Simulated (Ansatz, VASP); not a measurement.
## ScGa2As3 in VASP and in Ansatz

```
CELL_PARAMETERS angstrom
-2.05740 2.05740 8.96343
2.05740 -2.05740 8.96343
2.05740 2.05740 -8.96343
ATOMIC_POSITIONS crystal
Sc 0.00000 0.00000 0.00000
Ga 0.67095 0.67095 0.00000
Ga 0.32905 0.32905 0.00000
As 0.09176 0.59176 0.50000
As 0.40824 0.90824 0.50000
As 0.75000 0.25000 0.50000
```

Alike in both runs: functional PBE; k mesh 6 × 6 × 6; occupations gaussian, width 0.2 eV; no spin polarisation.

Ansatz relaxed the structure, and its values are those at the end. VASP's run is a single point on that final structure, the one shown.

|  | VASP | Ansatz |
| --- | --- | --- |
| version | VASP 6.6.1 | Ansatz 0.2.0 |
| potentials or method | VASP PAW PBE potentials, release 64 (Sc_sv, Ga_d, As), cutoff 520 eV | scalar-relativistic, plane waves, PAW |
| valence electrons in the cell | 52 | 82 |

|  | VASP | Ansatz | Ansatz less VASP |
| --- | --- | --- | --- |
| gap on the k mesh at the Fermi level (eV) | 0.42 | 0.43 | +0.004 |
| least direct gap on the mesh (eV) | 0.76 | 0.76 | +0.002 |
| pressure (GPa) | 0.5 | 0.4 | -0.18 |

With one functional, cell and mesh, what is left measures potentials, basis and numerics. VASP's potentials hold 52 valence electrons a cell and Ansatz's 82, so a difference there can come from the potentials and not from the codes.
